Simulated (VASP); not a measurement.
# Ti (Im-3m) in VASP: settings compared

Ti is run at these levels: PBE, revPBE; tasks: single point.

Program: VASP 6.6.1. These are calculated values, not measurements. Logs are shortened: lines on timing, memory, paths and dates and some standing lists are left out, and cuts for length are marked.

**1. The cell of the first run**

It takes space group Im-3m (No. 229, cubic). Conventional cell: a = 3.282 Å, b = 3.282 Å, c = 3.282 Å, α = 90.00°, β = 90.00°, γ = 90.00°. Ti (site symmetry m-3m) has 14 Ti at 2.84 to 3.28 Å within 3.7 Å.

**2. Single point, PBE**

Contents of INCAR:

```
SYSTEM = Ti
ALGO = Normal ; EDIFF = 1E-6
ENCUT = 520 ; GGA = PE
ISIF = 2 ; ISMEAR = 0
LASPH = .True. ; LCHARG = .True.
LELF = .True. ; LREAL = .False.
LVHAR = .True. ; LWAVE = .False.
NBANDS = 12 ; NELM = 100
PREC = Accurate ; SIGMA = 0.019000000000000003
```

Contents of KPOINTS:

```
k-points
0
Gamma
  11 11 11
  0 0 0
```

Contents of POSCAR:

```
Ti
1.0
   -1.6410000000      1.6410000000      1.6410000000
    1.6410000000     -1.6410000000      1.6410000000
    1.6410000000      1.6410000000     -1.6410000000
Ti
1
Direct
    0.0000000000      0.0000000000      0.0000000000
```

Potentials or basis: VASP PAW PBE potentials, release 64 (Ti_sv).

Started as:

```
$ cat potpaw_PBE.64/Ti_sv/POTCAR > POTCAR
$ mpirun -np 1 vasp_std > vasp.out
```

OUTCAR:

```text
SYSTEM = Ti
   EDIFF = 1E-6
   ENCUT = 520
   GGA = PE
   ISIF = 2
   ISMEAR = 0
   LASPH = .True.
   LREAL = .False.
   NELM = 100
   PREC = Accurate

 ion  position               nearest neighbor table
   1  0.000  0.000  0.000-

  LATTYP: Found a body centered cubic cell.
 ALAT       =     3.2820000000

  Lattice vectors:

 A1 = (  -1.6410000000,   1.6410000000,   1.6410000000)
 A2 = (   1.6410000000,  -1.6410000000,   1.6410000000)
 A3 = (   1.6410000000,   1.6410000000,  -1.6410000000)

Analysis of symmetry for initial positions (statically):
=====================================================================
 Subroutine PRICEL returns:
 Original cell was already a primitive cell.

 Routine SETGRP: Setting up the symmetry group for a
 body centered cubic supercell.

 Subroutine GETGRP returns: Found 48 space group operations
 (whereof 48 operations were pure point group operations)
 out of a pool of 48 trial point group operations.

The static configuration has the point symmetry O_h .

Analysis of symmetry for dynamics (positions and initial velocities):
=====================================================================
 Subroutine PRICEL returns:
 Original cell was already a primitive cell.

 Routine SETGRP: Setting up the symmetry group for a
 body centered cubic supercell.

 Subroutine GETGRP returns: Found 48 space group operations
 (whereof 48 operations were pure point group operations)
 out of a pool of 48 trial point group operations.

The dynamic configuration has the point symmetry O_h .

 Subroutine INISYM returns: Found 48 space group operations
 (whereof 48 operations are pure point group operations),
 and found     1 'primitive' translations

----------------------------------------------------------------------------------------

                                     Primitive cell

  volume of cell :      17.6761

  direct lattice vectors                    reciprocal lattice vectors
    -1.641000000  1.641000000  1.641000000     0.000000000  0.304692261  0.304692261
     1.641000000 -1.641000000  1.641000000     0.304692261  0.000000000  0.304692261
     1.641000000  1.641000000 -1.641000000     0.304692261  0.304692261  0.000000000

  length of vectors
     2.842295375  2.842295375  2.842295375     0.430899928  0.430899928  0.430899928

[... 84 lines left out ...]
   ISIF   =      2    stress and relaxation
   ISYM   =      2    0-nonsym 1-usesym 2-fastsym
   POTIM  = 0.5000    time-step for ionic-motion
   TEBEG  =    0.0;   TEEND  =   0.0 temperature during run
   PSTRESS=    0.0 pullay stress
   NELECT =      12.0000    total number of electrons
   NUPDOWN=      -1.0000    fix difference up-down
   EMIN   =  10.00;   EMAX   =-10.00  energy-range for DOS
   EFERMI =   0.00;   METHOD = LEGACY
   ISMEAR =     0;   SIGMA  =   0.02  broadening in eV -4-tet -1-fermi 0-gaus
   EFERMI_NEDOS =   21; number of points for ismear=-14 and -15
   IALGO  =     38    algorithm
   IMIX   =      4    mixing-type and parameters
     AMIX     =   0.40;   BMIX     =  1.00
     AMIX_MAG =   1.60;   BMIX_MAG =  1.00
  volume/ion in A,a.u.               =      17.68       119.28
  Fermi-wavevector in a.u.,A,eV,Ry     =   1.438821  2.718977 28.166848  2.070205
  Thomas-Fermi vector in A             =   2.557745
   LORBIT       =      0    0 simple, 1 ext, 2 COOP (PROOUT), +10 PAW based schemes
   GGA     = PE    functional components
   LHFCALC =     F    Hartree Fock is set to
   AEXX    =    0.0000 exact exchange contribution
   IVDW    =     0    specifies the selected vdW correction
   LEPSILON=     F    determine dielectric tensor
   LRPA    =     F    only Hartree local field effects (RPA)
 non-spin polarized calculation
 Gauss-broadening in eV      SIGMA  =   0.02
  energy-cutoff  :      520.00
  volume of cell :       17.68
 maximum number of plane-waves:       486
 NGX is ok and might be reduce to    24
   NGX = 11   NGY = 11   NGZ = 11

 number of electron      12.0000001 magnetization

 Free energy of the ion-electron system (eV)
  ---------------------------------------------------
  ext. energy  EPLUGINS =         0.00000000
  ---------------------------------------------------
  free energy    TOTEN  =        -7.71611428 eV

  energy without entropy =       -7.71514616  energy(sigma->0) =       -7.71563022

 E-fermi :   7.9005     XC(G=0): -11.4086

 val. band max:        7.8928684457   @ k =  -0.3636  -0.4545   0.0909
 cond. band min:       7.9029527691   @ k =   0.1818   0.0909   0.0909
 fundamental gap:      0.0100843234
 Fermi energy:         7.9005143071

 k-point     1 :       0.0000    0.0000    0.0000
  band No.  band energies     occupation
      1     -48.6389      2.00000
      2     -24.5163      2.00000
      3     -24.5163      2.00000
      4     -24.5163      2.00000
      5       1.9905      2.00000
      6       8.8921      0.00000
      7       8.8921      0.00000
      8       8.8921      0.00000
      9      10.6121      0.00000
     10      10.6121      0.00000
     11      25.1903      0.00000
     12      25.1903      0.00000
[... 331 lines left out ...]
 k-point    24 :       0.3636    0.1818    0.0909
  band No.  band energies     occupation
      1     -48.5103      2.00000
      2     -25.0362      2.00000
      3     -24.7990      2.00000
      4     -24.6170      2.00000
      5       6.4761      2.00000
      6       7.3336      2.00000
      7       7.9336      0.01376
      8      10.7887      0.00000
      9      10.9777      0.00000
     10      14.1151      0.00000
     11      16.3282      0.00000
     12      18.8644      0.00000

 [... further k-points ...]

------------------------ aborting loop because EDIFF is reached ----------------------------------------

  FORCE on cell =-STRESS in cart. coord.  units (eV):
  Direction    XX          YY          ZZ          XY          YZ          ZX
  --------------------------------------------------------------------------------------
  -------------------------------------------------------------------------------------
  Total       -0.3441266     -0.3441266     -0.3441266      0.0000000      0.0000000      0.0000000
  in kB      -31.1919931    -31.1919931    -31.1919931      0.0000000      0.0000000      0.0000000
  external PRESSURE =     -31.1919931 kB  Pullay stress =       0.0000000 kB

 VOLUME and BASIS-vectors are now :
 -----------------------------------------------------------------------------
  energy-cutoff  :      520.00
  volume of cell :       17.68
      direct lattice vectors                 reciprocal lattice vectors
    -1.641000000  1.641000000  1.641000000     0.000000000  0.304692261  0.304692261
     1.641000000 -1.641000000  1.641000000     0.304692261  0.000000000  0.304692261
     1.641000000  1.641000000 -1.641000000     0.304692261  0.304692261  0.000000000

 POSITION                                       TOTAL-FORCE (eV/Angst)
 -----------------------------------------------------------------------------------
      0.00000      0.00000      0.00000         0.000000      0.000000      0.000000
 -----------------------------------------------------------------------------------
    total drift:                                0.000000      0.000000      0.000000

  FREE ENERGIE OF THE ION-ELECTRON SYSTEM (eV)
  ---------------------------------------------------
  free  energy   TOTEN  =        -7.7161142836 eV

  energy  without entropy=       -7.7151461604  energy(sigma->0) =       -7.71563022
```

Wall time 18 s (1 thread of Intel Xeon 8259CL, shared host); peak memory 0.11 GiB.

What came out:

* Free energy: -7.7161 eV
* Pressure: -3.1 GPa
* Band gap on the k mesh: zero (band 6 reaches 8.90 eV, above the bottom of band 7 at 7.33 eV)

**3. Single point, PBE**

Contents of INCAR:

```
SYSTEM = Ti
ALGO = Normal
EDIFF = 1E-6
ENCUT = 520
GGA = PE
ISIF = 2
ISMEAR = 0
LASPH = .TRUE.
LCHARG = .FALSE.
LREAL = .FALSE.
LWAVE = .FALSE.
NBANDS = 12
NELM = 60
PREC = Accurate
SIGMA = 0.02
```

Contents of KPOINTS:

```
k-points
0
G
  11 11 11
  0 0 0
```

POSCAR is that of step 2.

Potentials or basis: VASP PAW PBE potentials, release 64 (Ti_sv).

Started as:

```
$ cat potpaw_PBE.64/Ti_sv/POTCAR > POTCAR
$ mpirun -np 1 vasp_std > vasp.out
```

It took 18 s on 1 thread of Intel Xeon 8259CL, shared host; peak memory 0.11 GiB.

It converged, with:

```
Free energy            : -7.7162 eV
Pressure               : -3.1 GPa
Band gap on the k mesh : zero (band 6 reaches 8.90 eV, above the bottom of band 7 at 7.33 eV)
```

Levels at points of the mesh, in eV from the Fermi level:
| k point | band 2 | band 3 | band 4 | band 5 | band 6 | band 7 | band 8 | band 9 | band 10 | band 11 |
| --- | --- | --- | --- | --- | --- | --- | --- | --- | --- | --- |
| (0.00, 0.00, 0.00) | -32.42 | -32.42 | -32.42 | -5.91 | 0.99 | 0.99 | 0.99 | 2.71 | 2.71 | 17.29 |

**4. Single point, revPBE**

This run uses another cell than the first one, of 17.64 Å³/atom, 0.998 times its volume.

Contents of INCAR:

```
ALGO = Normal ; EDIFF = 1E-6
ENCUT = 520 ; GGA = RE
ISIF = 2 ; ISMEAR = -1
LASPH = True ; LCHARG = False
LREAL = False ; LWAVE = False
NBANDS = 12 ; NELM = 80
PREC = Accurate ; SIGMA = 0.05
```

Contents of KPOINTS:

```
k-points
0
Gamma
  11 11 11
```

Contents of POSCAR:

```
Ti
1.0
   -1.6397982811      1.6397982811      1.6397982811
    1.6397982811     -1.6397982811      1.6397982811
    1.6397982811      1.6397982811     -1.6397982811
Ti
1
Direct
    0.0000000000      0.0000000000      0.0000000000
```

Started as:

```
$ cat potpaw_PBE.64/Ti_sv/POTCAR > POTCAR
$ mpirun -np 1 vasp_std > vasp.out
```

It took 17 s on 1 thread of Intel Xeon 8259CL, shared host; peak memory 0.11 GiB.

The run converged. Its results:

```
Free energy            : -7.4124 eV
Pressure               : -0.2 GPa
Band gap on the k mesh : zero (band 6 reaches 9.01 eV, above the bottom of band 7 at 7.43 eV)
```

Levels at points of the mesh, in eV from the Fermi level:
```csv
k point,band 3,band 4,band 5,band 6,band 7,band 8,band 9,band 10
"(0.00, 0.00, 0.00)",-32.48,-32.48,-5.93,0.99,0.99,0.99,2.71,2.71
```

Caveat: the PAW data sets were made with another functional, which shifts forces and pressure a little.

**5. Summary**

```csv
level,cell,smearing,gap on the mesh (eV),pressure (GPa)
PBE,"a = 2.842 Å, angles 109.5°, 1 atom",gaussian 0.019 eV,none,-3.1
PBE,"a = 2.842 Å, angles 109.5°, 1 atom",gaussian 0.02 eV,none,-3.1
revPBE,"a = 2.840 Å, angles 109.5°, 1 atom",fermi-dirac 0.05 eV,none,-0.2
```

Alike in all rows: task single point; potentials or basis VASP PAW PBE potentials, release 64 (Ti_sv); no spin polarisation; k mesh 11 × 11 × 11; cutoff (eV) 520.

Every run on the cell as given and a fine mesh finds a metal. The pressure there spans -3.1 GPa (PBE) to -0.2 GPa (revPBE); a positive pressure means that this level wants a larger cell, a negative one a smaller.

Caveats: the PAW data sets were made with another functional, which shifts forces and pressure a little (some runs).

Absolute energies hang on the potentials; compare differences alone.
